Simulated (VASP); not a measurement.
# Ti (Immm) in VASP: notebook

Runs on Ti. Level: PBE. Tasks: single point.

Program: VASP 6.6.1. These are calculated values, not measurements. Logs are shortened: lines on timing, memory, paths and dates and some standing lists are left out, and cuts for length are marked.

## 1. The cell of the first run

The structure is orthorhombic, space group Immm (No. 71). Conventional cell: a = 2.791 Å, b = 2.893 Å, c = 4.251 Å, α = 90.00°, β = 90.00°, γ = 90.00°. Ti (site symmetry mmm) has 12 Ti at 2.79 to 2.93 Å within 3.7 Å.

## 2. Single point, PBE (uniaxial strain along a: -4.0 %, then relaxed in part)

Contents of INCAR:

```
ALGO     = Fast           # electronic algorithm
EDIFF    = 1E-6           # SCF threshold, eV
ENCUT    = 520            # plane-wave cutoff, eV
GGA      = PE             # functional
ISIF     = 2              # what is computed and relaxed
ISMEAR   = 0              # smearing method
LASPH    = True           # aspherical terms in the spheres
LCHARG   = False          # write CHGCAR
LREAL    = False          # projectors in reciprocal space
LWAVE    = False          # write WAVECAR
NBANDS   = 19             # bands
NELM     = 100            # most SCF steps
PREC     = Accurate       # precision mode
SIGMA    = 0.1            # smearing width, eV
```

Contents of KPOINTS:

```
k-points
0
Gamma
  14 14 10
```

Contents of POSCAR:

```
Ti
1.0
    1.9737768135      1.9737768135      0.0000000000
   -2.0454571189      2.0454571189      0.0000000000
    0.0000000000      0.0000000000      4.2514763752
Ti
2
Direct
    0.0000000000      0.0000000000      0.0000000000
    0.5000000000      0.5000000000      0.5000000000
```

Potentials or basis: VASP PAW PBE potentials, release 64 (Ti_sv).

On the command line:

```
$ cat potpaw_PBE.64/Ti_sv/POTCAR > POTCAR
$ mpirun -np 1 vasp_std > vasp.out
```

OUTCAR:

```text
EDIFF = 1E-6
   ENCUT = 520
   GGA = PE
   ISIF = 2
   ISMEAR = 0
   LASPH = True
   LREAL = False
   NELM = 100
   PREC = Accurate

 ion  position               nearest neighbor table
   1  0.000  0.000  0.000-
   2  0.500  0.500  0.500-

  LATTYP: Found a simple orthorhombic cell.
 ALAT       =     2.7913419387
 B/A-ratio  =     1.0363163175
 C/A-ratio  =     1.5230940775

  Lattice vectors:

 A1 = (   1.9737768135,   1.9737768135,   0.0000000000)
 A2 = (  -2.0454571189,   2.0454571189,   0.0000000000)
 A3 = (   0.0000000000,   0.0000000000,   4.2514763752)

Analysis of symmetry for initial positions (statically):
=====================================================================
 Subroutine PRICEL returns following result:

  LATTYP: Found a body centered orthorhombic cell.
 ALAT       =     2.7913419387
 B/A-ratio  =     1.0363163175
 C/A-ratio  =     1.5230940775

  Lattice vectors:

 A1 = (   0.0358401527,  -2.0096169662,  -2.1257381876)
 A2 = (  -0.0358401527,   2.0096169662,  -2.1257381876)
 A3 = (   2.0096169662,  -0.0358401527,   2.1257381876)

   2 primitive cells build up your supercell.

 Routine SETGRP: Setting up the symmetry group for a
 simple orthorhombic supercell.

 Subroutine GETGRP returns: Found  8 space group operations
 (whereof  8 operations were pure point group operations)
 out of a pool of  8 trial point group operations.

The static configuration has the point symmetry D_2h.

Analysis of symmetry for dynamics (positions and initial velocities):
=====================================================================
 Subroutine PRICEL returns following result:

  LATTYP: Found a body centered orthorhombic cell.
 ALAT       =     2.7913419387
 B/A-ratio  =     1.0363163175
 C/A-ratio  =     1.5230940775

  Lattice vectors:

 A1 = (   0.0358401527,  -2.0096169662,  -2.1257381876)
 A2 = (  -0.0358401527,   2.0096169662,  -2.1257381876)
 A3 = (   2.0096169662,  -0.0358401527,   2.1257381876)

   2 primitive cells build up your supercell.

 Routine SETGRP: Setting up the symmetry group for a
 simple orthorhombic supercell.

 Subroutine GETGRP returns: Found  8 space group operations
 (whereof  8 operations were pure point group operations)
 out of a pool of  8 trial point group operations.

The dynamic configuration has the point symmetry D_2h.

 Subroutine INISYM returns: Found  8 space group operations
 (whereof  8 operations are pure point group operations),
 and found     2 'primitive' translations

----------------------------------------------------------------------------------------

                                     Primitive cell

  volume of cell :      17.1644

  direct lattice vectors                    reciprocal lattice vectors
     0.035840153 -2.009616966 -2.125738188     0.244444137 -0.244444137 -0.235212409
    -0.035840153  2.009616966 -2.125738188     0.253321448  0.253321448 -0.235212409
     2.009616966 -0.035840153  2.125738188     0.497765585  0.008877311  0.000000000

  length of vectors
     2.925509820  2.925509820  2.925509820     0.418127671  0.428565502  0.497844739

  position of ions in fractional coordinates (direct lattice)
     0.000000000  0.000000000  0.000000000

  ion indices of the primitive-cell ions
   primitive index   ion index
                 1           1

----------------------------------------------------------------------------------------

 KPOINTS: k-points

Automatic generation of k-mesh.
 Grid dimensions read from file:
 generate k-points for:   14   14   10

 Generating k-lattice:

  Cartesian coordinates                     Fractional coordinates (reciprocal lattice)
     0.018094389  0.018094389  0.000000000     0.071428571  0.000000000  0.000000000
    -0.017460295  0.017460295  0.000000000     0.000000000  0.071428571  0.000000000
     0.000000000  0.000000000  0.023521241     0.000000000  0.000000000  0.100000000

  Length of vectors
     0.025589331  0.024692587  0.023521241

  Shift w.r.t. Gamma in fractional coordinates (k-lattice)
     0.000000000  0.000000000  0.000000000

 Subroutine IBZKPT returns following result:
 ===========================================

 Found    384 irreducible k-points:

 Following reciprocal coordinates:
            Coordinates               Weight
  0.000000  0.000000  0.000000      1.000000
  0.071429  0.000000  0.000000      2.000000
  0.142857  0.000000  0.000000      2.000000
  0.214286  0.000000  0.000000      2.000000
  0.285714  0.000000  0.000000      2.000000
  0.357143  0.000000  0.000000      2.000000
[... 16 lines left out ...]
  0.428571  0.142857  0.000000      4.000000
  0.500000  0.142857  0.000000      2.000000
 [... further k-points ...]
   k-points           NKPTS =    384   k-points in BZ     NKDIM =    384   number of bands    NBANDS=     19
   number of dos      NEDOS =    301   number of ions     NIONS =      2
   total plane-waves  NPLWV =  18432
   dimension x,y,z NGX =    24 NGY =   24 NGZ =   32
   dimension x,y,z NGXF=    48 NGYF=   48 NGZF=   64
   ions per type =               2
   NGX,Y,Z   is equivalent  to a cutoff of  14.29, 13.79, 12.51 a.u.
   NGXF,Y,Z  is equivalent  to a cutoff of  28.59, 27.59, 25.03 a.u.
 SYSTEM =  unknown system
   PREC   = accura    normal or accurate (medium, high low for compatibility)
   ISTART =      0    job   : 0-new  1-cont  2-samecut
   ICHARG =      2    charge: 1-file 2-atom 10-const
   ISPIN  =      1    spin polarized calculation?
   LNONCOLLINEAR =      F non collinear calculations
   LSORBIT =      F    spin-orbit coupling
   LASPH  =      T    aspherical Exc in radial PAW
   ENCUT  =  520.0 eV  38.22 Ry    6.18 a.u.   5.19  5.38  7.90*2*pi/ulx,y,z
   NELM   =    100;   NELMIN=  2; NELMDL= -5     # of ELM steps
   EDIFF  = 0.1E-05   stopping-criterion for ELM
   LREAL  =      F    real-space projection
[... 7 lines left out ...]
   TEBEG  =    0.0;   TEEND  =   0.0 temperature during run
   PSTRESS=    0.0 pullay stress
   NELECT =      24.0000    total number of electrons
   NUPDOWN=      -1.0000    fix difference up-down
   EMIN   =  10.00;   EMAX   =-10.00  energy-range for DOS
   EFERMI =   0.00;   METHOD = LEGACY
   ISMEAR =     0;   SIGMA  =   0.10  broadening in eV -4-tet -1-fermi 0-gaus
   EFERMI_NEDOS =   21; number of points for ismear=-14 and -15
   IALGO  =     68    algorithm
   IMIX   =      4    mixing-type and parameters
     AMIX     =   0.40;   BMIX     =  1.00
     AMIX_MAG =   1.60;   BMIX_MAG =  1.00
  volume/ion in A,a.u.               =      17.16       115.83
  Fermi-wavevector in a.u.,A,eV,Ry     =   1.452978  2.745731 28.723891  2.111146
  Thomas-Fermi vector in A             =   2.570298
   LORBIT       =      0    0 simple, 1 ext, 2 COOP (PROOUT), +10 PAW based schemes
   GGA     = PE    functional components
   LHFCALC =     F    Hartree Fock is set to
   AEXX    =    0.0000 exact exchange contribution
   IVDW    =     0    specifies the selected vdW correction
   LEPSILON=     F    determine dielectric tensor
   LRPA    =     F    only Hartree local field effects (RPA)
 non-spin polarized calculation
 RMM-DIIS sequential band-by-band and
 Gauss-broadening in eV      SIGMA  =   0.10
  energy-cutoff  :      520.00
  volume of cell :       34.33
 maximum number of plane-waves:       952
 NGX is ok and might be reduce to    24
   NGX = 11   NGY = 11   NGZ = 15

 number of electron      23.9999997 magnetization

 Free energy of the ion-electron system (eV)
  ---------------------------------------------------
  ext. energy  EPLUGINS =         0.00000000
  ---------------------------------------------------
  free energy    TOTEN  =       -15.54727870 eV

  energy without entropy =      -15.52994050  energy(sigma->0) =      -15.53860960

 E-fermi :   8.3384     XC(G=0): -11.5540

 val. band max:        8.3372591225   @ k =   0.4286   0.3571   0.4000
 cond. band min:       8.3396107624   @ k =   0.0000   0.5000   0.3000
 fundamental gap:      0.0023516399
 Fermi energy:         8.3384486685

 k-point     1 :       0.0000    0.0000    0.0000
  band No.  band energies     occupation
      1     -48.3479      2.00000
      2     -48.1975      2.00000
      3     -24.8324      2.00000
      4     -24.4283      2.00000
      5     -24.3491      2.00000
      6     -24.2136      2.00000
[... 11 lines left out ...]
     18      12.1931      0.00000
     19      12.2366      0.00000

 k-point     2 :       0.0714    0.0000    0.0000
  band No.  band energies     occupation
      1     -48.3428      2.00000
      2     -48.1962      2.00000
      3     -24.8219      2.00000
      4     -24.4233      2.00000
      5     -24.3727      2.00000
      6     -24.2140      2.00000
[... 11 lines left out ...]
     18      11.8666      0.00000
     19      12.1866      0.00000

 k-point     3 :       0.1429    0.0000    0.0000
  band No.  band energies     occupation
      1     -48.3284      2.00000
      2     -48.1927      2.00000
      3     -24.7911      2.00000
      4     -24.4383      2.00000
      5     -24.4089      2.00000
      6     -24.2675      2.00000
[... 11 lines left out ...]
     18      11.5314      0.00000
     19      12.0918      0.00000

 k-point     4 :       0.2143    0.0000    0.0000
  band No.  band energies     occupation
      1     -48.3066      2.00000
      2     -48.1885      2.00000
      3     -24.7426      2.00000
      4     -24.5310      2.00000
      5     -24.3868      2.00000
      6     -24.3840      2.00000
[... 11 lines left out ...]
     18      11.0992      0.00000
     19      11.9355      0.00000

 k-point     5 :       0.2857    0.0000    0.0000
  band No.  band energies     occupation
      1     -48.2803      2.00000
      2     -48.1859      2.00000
      3     -24.6805      2.00000
      4     -24.6302      2.00000
      5     -24.5140      2.00000
      6     -24.3594      2.00000
[... 11 lines left out ...]
     18      11.1878      0.00000
     19      11.7199      0.00000

 k-point     6 :       0.3571    0.0000    0.0000
  band No.  band energies     occupation
      1     -48.2529      2.00000
      2     -48.1871      2.00000
      3     -24.7142      2.00000
      4     -24.6339      2.00000
      5     -24.6093      2.00000
      6     -24.3337      2.00000
[... 11 lines left out ...]
     18      11.4512      0.00000
     19      11.8147      0.00000

 k-point     7 :       0.4286    0.0000    0.0000
  band No.  band energies     occupation
      1     -48.2278      2.00000
      2     -48.1940      2.00000
      3     -24.7644      2.00000
      4     -24.7234      2.00000
      5     -24.5345      2.00000
      6     -24.3930      2.00000
[... 11 lines left out ...]
     18      11.1401      0.00000
     19      12.5800      0.00000

 k-point     8 :       0.5000    0.0000    0.0000
  band No.  band energies     occupation
      1     -48.2077      2.00000
      2     -48.2077      2.00000
      3     -24.7687      2.00000
      4     -24.7687      2.00000
      5     -24.4610      2.00000
      6     -24.4610      2.00000
[... 256 lines left out ...]
 k-point    20 :       0.2143    0.1429    0.0000
  band No.  band energies     occupation
      1     -48.2928      2.00000
      2     -48.1863      2.00000
      3     -24.7109      2.00000
      4     -24.5373      2.00000
      5     -24.4280      2.00000
      6     -24.4090      2.00000
[... 11 lines left out ...]
     18      11.0369      0.00000
     19      12.1165      0.00000

 k-point    21 :       0.2857    0.1429    0.0000
  band No.  band energies     occupation
      1     -48.2677      2.00000
      2     -48.1825      2.00000
      3     -24.6534      2.00000
      4     -24.6306      2.00000
      5     -24.5296      2.00000
      6     -24.4077      2.00000
[... 11 lines left out ...]
     18      11.2543      0.00000
     19      11.9419      0.00000

 k-point    22 :       0.3571    0.1429    0.0000
  band No.  band energies     occupation
      1     -48.2418      2.00000
      2     -48.1824      2.00000
      3     -24.7141      2.00000
      4     -24.6442      2.00000
      5     -24.5879      2.00000
      6     -24.3804      2.00000
[... 11 lines left out ...]
     18      11.6953      0.00000
     19      11.7795      0.00000

 k-point    23 :       0.4286    0.1429    0.0000
  band No.  band energies     occupation
      1     -48.2183      2.00000
      2     -48.1878      2.00000
      3     -24.7656      2.00000
      4     -24.7299      2.00000
      5     -24.5196      2.00000
      6     -24.3920      2.00000
[... 11 lines left out ...]
     18      11.3951      0.00000
     19      12.5373      0.00000

 k-point    24 :       0.5000    0.1429    0.0000
  band No.  band energies     occupation
      1     -48.1998      2.00000
      2     -48.1998      2.00000
      3     -24.7721      2.00000
      4     -24.7721      2.00000
      5     -24.4529      2.00000
      6     -24.4529      2.00000
[... 11 lines left out ...]
     18      11.0608      0.00000
     19      13.4131      0.00000

 [... further k-points ...]

------------------------ aborting loop because EDIFF is reached ----------------------------------------

  FORCE on cell =-STRESS in cart. coord.  units (eV):
  Direction    XX          YY          ZZ          XY          YZ          ZX
  --------------------------------------------------------------------------------------
  -------------------------------------------------------------------------------------
  Total        0.2795279      0.2795279     -0.1711488      0.4408684      0.0000000      0.0000000
  in kB       13.0460077     13.0460077     -7.9877818     20.5760188      0.0000000      0.0000000
  external PRESSURE =       6.0347446 kB  Pullay stress =       0.0000000 kB

 VOLUME and BASIS-vectors are now :
 -----------------------------------------------------------------------------
  energy-cutoff  :      520.00
  volume of cell :       34.33
      direct lattice vectors                 reciprocal lattice vectors
     1.973776814  1.973776814  0.000000000     0.253321448  0.253321448  0.000000000
    -2.045457119  2.045457119  0.000000000    -0.244444137  0.244444137  0.000000000
     0.000000000  0.000000000  4.251476375     0.000000000  0.000000000  0.235212409

 POSITION                                       TOTAL-FORCE (eV/Angst)
 -----------------------------------------------------------------------------------
      0.00000      0.00000      0.00000        -0.000000      0.000000      0.000000
     -0.03584      2.00962      2.12574         0.000000     -0.000000      0.000000
 -----------------------------------------------------------------------------------
    total drift:                               -0.000000      0.000000     -0.000000

  FREE ENERGIE OF THE ION-ELECTRON SYSTEM (eV)
  ---------------------------------------------------
  free  energy   TOTEN  =       -15.5472787039 eV

  energy  without entropy=      -15.5299405009  energy(sigma->0) =      -15.53860960
```

Run time: 6.7 min. Hardware: 1 thread of Intel Xeon 6975P-C, shared host; peak memory 0.31 GiB.

What came out:

```
Free energy            : -15.5473 eV
Pressure               : 0.6 GPa
Band gap on the k mesh : zero (band 12 reaches 9.17 eV, above the bottom of band 13 at 7.82 eV)
```

Caveat: the cell differs from its parent crystal (uniaxial strain along a: -4.0 %, then relaxed in part).

## 3. Single point, PBE (uniaxial strain along a: -2.0 %)

Contents of INCAR:

```
PREC = Accurate
ENCUT = 520
EDIFF = 1E-6
ISMEAR = 0
SIGMA = 0.1
LREAL = F
LASPH = T
NELM = 60
ALGO = Fast
ISIF = 2
LWAVE = F
LCHARG = F
GGA = PE
NBANDS = 19
```

Contents of KPOINTS:

```
Automatic mesh
0
Gamma
  14 14 10
```

Contents of POSCAR:

```
Ti
1.0
    2.0148971638      2.0148971638      0.0000000000
   -2.0662976017      2.0662976017      0.0000000000
    0.0000000000      0.0000000000      4.1325952034
Ti
2
Direct
    0.0000000000      0.0000000000      0.0000000000
    0.5000000000      0.5000000000      0.5000000000
```

Potentials or basis: VASP PAW PBE potentials, release 64 (Ti_sv).

On the command line:

```
$ cat potpaw_PBE.64/Ti_sv/POTCAR > POTCAR
$ mpirun -np 1 vasp_std > vasp.out
```

Run time: 6.4 min. Hardware: 1 thread of Intel Xeon 6975P-C, shared host; peak memory 0.31 GiB.

It converged, with:

- Free energy: -15.5592 eV
- Pressure: 0.7 GPa
- Band gap on the k mesh: zero (band 12 reaches 9.14 eV, above the bottom of band 13 at 7.89 eV)

Stress tensor (GPa, compression positive):
```
0.76 1.48 0.00
1.48 0.76 0.00
0.00 0.00 0.56
```

Levels at points of the mesh, in eV from the Fermi level:
| k point | band 9 | band 10 | band 11 | band 12 | band 13 | band 14 | band 15 | band 16 |
| --- | --- | --- | --- | --- | --- | --- | --- | --- |
| (0.00, 0.00, 0.00) | -6.12 | -2.61 | -1.72 | 0.79 | 0.80 | 1.05 | 2.48 | 2.59 |
| (0.50, 0.00, 0.00) | -2.00 | -2.00 | -0.40 | -0.40 | 0.06 | 0.06 | 1.60 | 1.60 |
| (0.00, 0.50, 0.00) | -2.18 | -2.18 | -0.36 | -0.36 | -0.09 | -0.09 | 1.86 | 1.86 |
| (0.50, 0.50, 0.00) | -2.60 | -2.60 | -1.74 | -1.74 | 2.97 | 2.97 | 3.59 | 3.59 |
| (0.00, 0.00, 0.50) | -3.84 | -3.84 | -0.60 | -0.60 | 1.12 | 1.12 | 1.98 | 1.98 |
| (0.50, 0.00, 0.50) | -2.59 | -2.59 | 0.69 | 0.69 | 0.77 | 0.77 | 0.79 | 0.79 |
| (0.00, 0.50, 0.50) | -2.62 | -2.62 | 0.55 | 0.55 | 0.63 | 0.63 | 0.95 | 0.95 |
| (0.50, 0.50, 0.50) | -1.57 | -1.57 | -0.44 | -0.44 | -0.30 | -0.30 | 2.13 | 2.13 |

Caveat: the cell differs from its parent crystal (uniaxial strain along a: -2.0 %).

[end of part 1 of 2]
